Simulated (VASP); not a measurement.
# HfC (Fm-3m) in VASP: further runs, part 2 of 3

VASP 6.6.1.

## 3. Relaxation of cell and atoms, RPBE+D4+U

Input file INCAR:

```
PREC     = Accurate       # precision mode
ENCUT    = 600            # plane-wave cutoff, eV
EDIFF    = 1E-6           # SCF threshold, eV
ISMEAR   = -5             # smearing method
SIGMA    = 0.05           # smearing width, eV
LREAL    = False          # projectors in reciprocal space
LASPH    = True           # aspherical terms in the spheres
NELM     = 150            # most SCF steps
ALGO     = Normal         # electronic algorithm
ISIF     = 3              # what is computed and relaxed
LWAVE    = False          # write WAVECAR
LCHARG   = False          # write CHGCAR
LMAXMIX  = 4              # l up to which the mixer works
LDAU     = True           # DFT+U
LDAUTYPE = 2            
LDAUL    = 2 -1           # shell
LDAUU    = 3 0            # U, eV
LDAUJ    = 0 0          
LDAUPRINT= 1            
GGA      = RP             # functional
IVDW     = 13             # dispersion correction
IBRION   = 2              # ionic algorithm
NSW      = 80             # ionic steps
EDIFFG   = -0.005         # ionic threshold
```

Input file KPOINTS:

```
regular mesh
0
Gamma
  10 10 10
```

Input file POSCAR:

```
HfC
1.0
    0.0000000000      2.3250000000      2.3250000000
    2.3250000000      0.0000000000      2.3250000000
    2.3250000000      2.3250000000      0.0000000000
Hf C
1 1
Direct
    0.5000000000      0.5000000000      0.5000000000
    0.0000000000      0.0000000000      0.0000000000
```

Potentials or basis: VASP PAW PBE potentials, release 64 (Hf_pv, C).

The run is started by

```
$ cat potpaw_PBE.64/Hf_pv/POTCAR potpaw_PBE.64/C/POTCAR > POTCAR
$ mpirun -np 1 vasp_std > vasp.out
```

OUTCAR:

```text
PREC = Accurate
   ENCUT = 600
   EDIFF = 1E-6
   ISMEAR = -5
   LREAL = False
   LASPH = True
   NELM = 150
   ISIF = 3
   GGA = RP
   IVDW = 13
   IBRION = 2
   NSW = 80
   EDIFFG = -0.005

 ion  position               nearest neighbor table
   1  0.500  0.500  0.500-   2 2.33   2 2.33   2 2.33   2 2.33   2 2.33   2 2.33
   2  0.000  0.000  0.000-   1 2.33   1 2.33   1 2.33   1 2.33   1 2.33   1 2.33

  LATTYP: Found a face centered cubic cell.
 ALAT       =     4.6500000000

  Lattice vectors:

 A1 = (   0.0000000000,   2.3250000000,   2.3250000000)
 A2 = (   2.3250000000,   0.0000000000,   2.3250000000)
 A3 = (   2.3250000000,   2.3250000000,   0.0000000000)

Analysis of symmetry for initial positions (statically):
=====================================================================
 Subroutine PRICEL returns:
 Original cell was already a primitive cell.

 Routine SETGRP: Setting up the symmetry group for a
 face centered cubic supercell.

 Subroutine GETGRP returns: Found 48 space group operations
 (whereof 48 operations were pure point group operations)
 out of a pool of 48 trial point group operations.

The static configuration has the point symmetry O_h .

Analysis of symmetry for dynamics (positions and initial velocities):
=====================================================================
 Subroutine PRICEL returns:
 Original cell was already a primitive cell.

 Routine SETGRP: Setting up the symmetry group for a
 face centered cubic supercell.

 Subroutine GETGRP returns: Found 48 space group operations
 (whereof 48 operations were pure point group operations)
 out of a pool of 48 trial point group operations.

The dynamic configuration has the point symmetry O_h .

 Subroutine INISYM returns: Found 48 space group operations
 (whereof 48 operations are pure point group operations),
 and found     1 'primitive' translations

----------------------------------------------------------------------------------------

                                     Primitive cell

  volume of cell :      25.1362

  direct lattice vectors                    reciprocal lattice vectors
     0.000000000  2.325000000  2.325000000    -0.215053763  0.215053763  0.215053763
     2.325000000  0.000000000  2.325000000     0.215053763 -0.215053763  0.215053763
     2.325000000  2.325000000  0.000000000     0.215053763  0.215053763 -0.215053763

  length of vectors
     3.288046533  3.288046533  3.288046533     0.372484045  0.372484045  0.372484045

  position of ions in fractional coordinates (direct lattice)
     0.500000000  0.500000000  0.500000000
     0.000000000  0.000000000  0.000000000

  ion indices of the primitive-cell ions
   primitive index   ion index
                 1           1
                 2           2

----------------------------------------------------------------------------------------

 KPOINTS: regular mesh

Automatic generation of k-mesh.
 Grid dimensions read from file:
 generate k-points for:   10   10   10

[... 84 lines left out ...]
     AMIX     =   0.40;   BMIX     =  1.00
     AMIX_MAG =   1.60;   BMIX_MAG =  1.00
  volume/ion in A,a.u.               =      12.57        84.81
  Fermi-wavevector in a.u.,A,eV,Ry     =   1.346949  2.545365 24.684672  1.814272
  Thomas-Fermi vector in A             =   2.474740
   LORBIT       =      0    0 simple, 1 ext, 2 COOP (PROOUT), +10 PAW based schemes
 LDA+U is selected, type is set to LDAUTYPE =  2
   angular momentum for each species LDAUL =     2   -1
   U (eV)           for each species LDAUU =   3.0  0.0
   J (eV)           for each species LDAUJ =   0.0  0.0
   GGA     = RP    functional components
   LHFCALC =     F    Hartree Fock is set to
   AEXX    =    0.0000 exact exchange contribution
   IVDW    =    13    specifies the selected vdW correction
   LEPSILON=     F    determine dielectric tensor
   LRPA    =     F    only Hartree local field effects (RPA)
 conjugate gradient relaxation of ions
 non-spin polarized calculation
 Fermi weights with tetrahedron method with Bloechl corrections
  energy-cutoff  :      600.00
  volume of cell :       25.14
 maximum number of plane-waves:       869
 NGX is ok and might be reduce to    28
   NGX = 13   NGY = 13   NGZ = 13

--------------------------------------- Ionic step        1  -------------------------------------------

 number of electron      14.0000000 magnetization

 Free energy of the ion-electron system (eV)
  ---------------------------------------------------
  ext. energy  EPLUGINS =         0.00000000
  ---------------------------------------------------
  free energy    TOTEN  =       -18.13795768 eV

  energy without entropy =      -18.13795768  energy(sigma->0) =      -18.13795768

------------------------ aborting loop because EDIFF is reached ----------------------------------------

  DFT-D4 for vdW energy calculation

  Edisp (eV):   -0.93946
[... 105 lines left out ...]
  FREE ENERGIE OF THE ION-ELECTRON SYSTEM (eV)
  ---------------------------------------------------
  free  energy   TOTEN  =       -19.0931459887 eV

  energy  without entropy=      -19.0931459887  energy(sigma->0) =      -19.09314599

atom =   1  type =  1  l = 2

 onsite density matrix

spin component  1

  0.1039  0.0000  0.0000 -0.0000 -0.0000
  0.0000  0.1039  0.0000 -0.0000  0.0000
  0.0000  0.0000  0.2231  0.0000 -0.0000
 -0.0000 -0.0000  0.0000  0.1039  0.0000
 -0.0000  0.0000 -0.0000  0.0000  0.2231

spin component  2

  0.1039  0.0000  0.0000 -0.0000 -0.0000
  0.0000  0.1039  0.0000 -0.0000  0.0000
  0.0000  0.0000  0.2231  0.0000 -0.0000
 -0.0000 -0.0000  0.0000  0.1039  0.0000
 -0.0000  0.0000 -0.0000  0.0000  0.2231

 occupancies and eigenvectors

  o =  0.1039  v =  1.0000  0.0000  0.0000  0.0000  0.0000  0.0000  0.0000  0.0000  0.0000  0.0000      0.0000  0.0000  0.0000  0.0000  0.0000  0.0000  0.0000  0.0000  0.0000  0.0000
  o =  0.1039  v =  0.0000  0.0000  0.0000  0.0000  0.0000  1.0000  0.0000  0.0000  0.0000  0.0000      0.0000  0.0000  0.0000  0.0000  0.0000  0.0000  0.0000  0.0000  0.0000  0.0000
  o =  0.1039  v =  0.0000 -0.7599  0.0000 -0.6500  0.0000  0.0000  0.0000  0.0000  0.0000  0.0000      0.0000  0.0000  0.0000  0.0000  0.0000  0.0000  0.0000  0.0000  0.0000  0.0000
  o =  0.1039  v =  0.0000  0.0000  0.0000  0.0000  0.0000  0.0000 -0.7599  0.0000 -0.6500  0.0000      0.0000  0.0000  0.0000  0.0000  0.0000  0.0000  0.0000  0.0000  0.0000  0.0000
  o =  0.1039  v =  0.0000 -0.6500  0.0000  0.7599  0.0000  0.0000  0.0000  0.0000  0.0000  0.0000      0.0000  0.0000  0.0000  0.0000  0.0000  0.0000  0.0000  0.0000  0.0000  0.0000
  o =  0.1039  v =  0.0000  0.0000  0.0000  0.0000  0.0000  0.0000 -0.6500  0.0000  0.7599  0.0000      0.0000  0.0000  0.0000  0.0000  0.0000  0.0000  0.0000  0.0000  0.0000  0.0000
  o =  0.2231  v =  0.0000 -0.0000  0.0023 -0.0000 -1.0000  0.0000  0.0000  0.0000  0.0000  0.0000      0.0000  0.0000  0.0000  0.0000  0.0000  0.0000  0.0000  0.0000  0.0000  0.0000
  o =  0.2231  v =  0.0000  0.0000  0.0000  0.0000  0.0000  0.0000 -0.0000  0.0023 -0.0000 -1.0000      0.0000  0.0000  0.0000  0.0000  0.0000  0.0000  0.0000  0.0000  0.0000  0.0000
  o =  0.2231  v =  0.0000  0.0000  0.0000  0.0000  0.0000  0.0000 -0.0000 -1.0000  0.0000 -0.0023      0.0000  0.0000  0.0000  0.0000  0.0000  0.0000  0.0000  0.0000  0.0000  0.0000
  o =  0.2231  v =  0.0000 -0.0000 -1.0000  0.0000 -0.0023  0.0000  0.0000  0.0000  0.0000  0.0000      0.0000  0.0000  0.0000  0.0000  0.0000  0.0000  0.0000  0.0000  0.0000  0.0000

--------------------------------------- Ionic step        4  -------------------------------------------

 number of electron      14.0000001 magnetization

 Free energy of the ion-electron system (eV)
  ---------------------------------------------------
  ext. energy  EPLUGINS =         0.00000000
  ---------------------------------------------------
  free energy    TOTEN  =       -18.18615655 eV

  energy without entropy =      -18.18615655  energy(sigma->0) =      -18.18615655

 E-fermi :   6.2418     XC(G=0): -12.0754

 val. band max:        6.4067993732   @ k =   0.1000   0.1000   0.0000
 cond. band min:       6.3736262932   @ k =   0.5000   0.4000   0.0000
 fundamental gap:     -0.0331730801
 Fermi energy:         6.2418249076

 k-point     1 :       0.0000    0.0000    0.0000
  band No.  band energies     occupation
      1     -24.1982      2.00000
      2     -24.1982      2.00000
      3     -24.1982      2.00000
      4      -6.2094      2.00000
      5       7.0881      0.33896
      6       7.0881      0.00000
      7       7.0881      0.00000
      8       8.0076      0.00000
      9       8.0076      0.00000
     10       8.0076      0.00000
     11       9.7254      0.00000
[... 309 lines left out ...]
 k-point    24 :       0.4000    0.3000    0.0000
  band No.  band energies     occupation
      1     -24.6219      2.00000
      2     -24.3693      2.00000
      3     -24.3517      2.00000
      4      -4.0641      2.00000
      5       2.3946      2.00000
      6       4.5616      2.00000
      7       5.4419      2.00000
      8       6.5184      0.08441
      9      11.6454      0.00000
     10      12.8766      0.00000
     11      12.9816      0.00000

 [... further k-points ...]

------------------------ aborting loop because EDIFF is reached ----------------------------------------

  DFT-D4 for vdW energy calculation

  Edisp (eV):   -0.90699
[... 25 lines left out ...]
  FREE ENERGIE OF THE ION-ELECTRON SYSTEM (eV)
  ---------------------------------------------------
  free  energy   TOTEN  =       -19.0931500092 eV

  energy  without entropy=      -19.0931500092  energy(sigma->0) =      -19.09315001

 reached required accuracy - stopping structural energy minimisation
```

Run time: 93 s. Hardware: 1 thread of Intel Xeon 8259CL, shared host; peak memory 0.18 GiB.

Results:

```yaml
Free_energy: -19.0932 eV
Relaxed_volume: 12.94 Å³/atom
Relaxed_cell: a = 3.320 Å, b = 3.320 Å, c = 3.320 Å, α = 60.00°, β = 60.00°, γ = 60.00°
Space_group_after_relaxing_to_0.05_Å: Fm-3m (No. 225)
Energy_gained_by_relaxing: 7.9 meV/atom
Ionic_steps: 4
Pressure_after_relaxing: 0.0 GPa
Band_gap_on_the_k_mesh: zero (band 7 reaches 7.09 eV, above the bottom of band 8 at 5.74 eV)
Dispersion_energy_per_atom: -0.453 eV
```

The path:
| step | energy change (eV) | largest force (eV/Å) | pressure (GPa) | volume (Å³) |
| --- | --- | --- | --- | --- |
| 1 | 0.0000 | 0.0000 | 6.90 | 25.14 |
| 2 | 0.0249 | 0.0000 | -9.80 | 27.16 |
| 3 | -0.0157 | 0.0000 | -0.16 | 25.89 |
| 4 | -0.0157 | 0.0000 | 0.03 | 25.87 |

Final structure:
```cif
data_structure
_symmetry_space_group_name_H-M 'P 1'
_symmetry_Int_Tables_number 1
_cell_length_a 3.3199
_cell_length_b 3.3199
_cell_length_c 3.3199
_cell_angle_alpha 60.000
_cell_angle_beta 60.000
_cell_angle_gamma 60.000
_cell_volume 25.87
loop_
_atom_site_label
_atom_site_type_symbol
_atom_site_fract_x
_atom_site_fract_y
_atom_site_fract_z
_atom_site_occupancy
Hf1 Hf 0.50000 0.50000 0.50000 1
C1 C 0.00000 0.00000 0.00000 1
```

Levels at points of the mesh, in eV from the Fermi level:
| k point | band 4 | band 5 | band 6 | band 7 | band 8 | band 9 | band 10 | band 11 |
| --- | --- | --- | --- | --- | --- | --- | --- | --- |
| (0.00, 0.00, 0.00) | -12.45 | 0.85 | 0.85 | 0.85 | 1.77 | 1.77 | 1.77 | 3.48 |
| (0.50, 0.00, 0.00) | -8.84 | -6.14 | -2.83 | -2.83 | 5.63 | 5.63 | 5.90 | 6.01 |
| (0.50, 0.50, 0.00) | -10.38 | -2.92 | -1.43 | -0.32 | -0.32 | 5.35 | 7.07 | 7.07 |

Eigenvalues of the final occupation matrices:
```tsv
site	spin	trace	eigenvalues
site 1 d	1	0.76	0.10 0.10 0.10 0.22 0.22
site 1 d	2	0.76	0.10 0.10 0.10 0.22 0.22
```

Caveat: the PAW data sets were made with another functional, which shifts forces and pressure a little; spin-orbit coupling is left out, which moves the levels of the heavy elements; U without spin polarisation on a metal has little footing; pairwise dispersion overbinds metals, which lowers pressure and volume; the U is typed as a test and isn't derived for this compound; tetrahedron occupations give inexact forces and stress in metals. Zero-point motion and thermal expansion aren't in these numbers.

## 4. Single point, PBE

Input file INCAR:

```
SYSTEM = HfC
  ALGO = Normal
  EDIFF = 1E-6
  ENCUT = 600
  GGA = PE
  GGA_COMPAT = .FALSE.
  ISIF = 2
  ISMEAR = -1
  LASPH = .TRUE.
  LCHARG = .FALSE.
  LREAL = .FALSE.
  LWAVE = .FALSE.
  NBANDS = 14
  NELM = 120
  PREC = Accurate
  SIGMA = 0.04
```

Input file KPOINTS:

```
k-points
0
G
  7 7 7
  0 0 0
```

POSCAR is that of step 3.

The run is started by

```
$ cat potpaw_PBE.64/Hf_pv/POTCAR potpaw_PBE.64/C/POTCAR > POTCAR
$ mpirun -np 1 vasp_std > vasp.out
```

Wall time 6.9 s (1 thread of Intel Xeon Platinum 8488C (Sapphire Rapids), shared host); peak memory 0.15 GiB.

The run converged. Its results:

* Free energy: -21.0400 eV
* Pressure: -0.5 GPa
* Band gap on the k mesh: zero (band 7 reaches 6.96 eV, above the bottom of band 8 at 5.54 eV)

Levels at points of the mesh, in eV from the Fermi level:
| k point | band 3 | band 4 | band 5 | band 6 | band 7 | band 8 | band 9 | band 10 | band 11 | band 12 |
| --- | --- | --- | --- | --- | --- | --- | --- | --- | --- | --- |
| (0.00, 0.00, 0.00) | -29.46 | -12.19 | 1.12 | 1.12 | 1.12 | 1.51 | 1.51 | 1.51 | 3.51 | 3.51 |

Caveat: spin-orbit coupling is left out, which moves the levels of the heavy elements.

(Continued in part 3 of 3.)
